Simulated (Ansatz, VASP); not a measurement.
## Two plane-wave programs on Hf

POSCAR

```
Hf
1.0
   -1.7224581515      1.7224581515      1.7224581515
    1.7224581515     -1.7224581515      1.7224581515
    1.7224581515      1.7224581515     -1.7224581515
Hf
1
Direct
    0.0000000000      0.0000000000      0.0000000000
```

INCAR.step1

```
PREC     = Accurate       # precision mode
ENCUT    = 520            # plane-wave cutoff, eV
ISMEAR   = -1             # smearing method
SIGMA    = 0.1            # smearing width, eV
LREAL    = False          # projectors in reciprocal space
LASPH    = True           # aspherical terms in the spheres
NELM     = 80             # most SCF steps
NBANDS   = 11             # bands
GGA      = PE             # functional
ALGO     = Normal         # electronic algorithm
EDIFF    = 1E-4           # SCF threshold, eV
LWAVE    = True           # write WAVECAR
LCHARG   = False          # write CHGCAR
```

File INCAR.step2:

```
PREC     = Accurate       # precision mode
ENCUT    = 520            # plane-wave cutoff, eV
EDIFF    = 1E-6           # SCF threshold, eV
ISMEAR   = -1             # smearing method
SIGMA    = 0.1            # smearing width, eV
LREAL    = False          # projectors in reciprocal space
LASPH    = True           # aspherical terms in the spheres
NELM     = 80             # most SCF steps
ALGO     = Normal         # electronic algorithm
ISIF     = 2              # what is computed and relaxed
LWAVE    = False          # write WAVECAR
LCHARG   = False          # write CHGCAR
METAGGA  = R2SCAN         # meta-GGA
LMIXTAU  = True         
NBANDS   = 11             # bands
ISTART   = 1
```

Contents of KPOINTS:

```
Automatic mesh
0
Gamma
  14 14 14
```

Input for Ansatz:

```yaml
crystal:
  lattice:
    - [-1.7224581515, 1.7224581515, 1.7224581515]
    - [1.7224581515, -1.7224581515, 1.7224581515]
    - [1.7224581515, 1.7224581515, -1.7224581515]
  atoms:
    - { symbol: Hf, position: [0.0, 0.0, 0.0] }
hamiltonian:
  xc: r2scan
  pseudopotentials:
    kind: paw
    azcp:
      Hf: "pseudopotentials/Hf.paw.azcp"
basis:
  ecutwfc: 500
  fft_grid_basis: typed
kpoints:
  mp_grid: { grid: [14, 14, 14], shift: [0, 0, 0] }
magnetization:
  spin_polarized: false
scf:
  occupations: { method: fermi_dirac, width: 0.1 }
  lower_state_search: "off"
output:
  stress: true
```

Alike in both runs: task single point; functional r2SCAN; k mesh 14 × 14 × 14; occupations fermi-dirac, width 0.1 eV; no spin polarisation.

|  | VASP | Ansatz |
| --- | --- | --- |
| version | VASP 6.6.1 | Ansatz 0.2.0 |
| potentials or method | VASP PAW PBE potentials, release 64 (Hf_pv), cutoff 520 eV | plane waves (500 eV) with PAW, scalar-relativistic |
| valence electrons in the cell | 10 | 26 |

|  | VASP | Ansatz | Ansatz less VASP |
| --- | --- | --- | --- |
| pressure (GPa) | 9.3 | 9.6 | +0.28 |

VASP's potentials were made for PBE, not for r2SCAN. VASP's potentials hold 10 valence electrons a cell and Ansatz's 26, so a difference there can come from the potentials and not from the codes.

Neither program's run includes spin-orbit coupling.
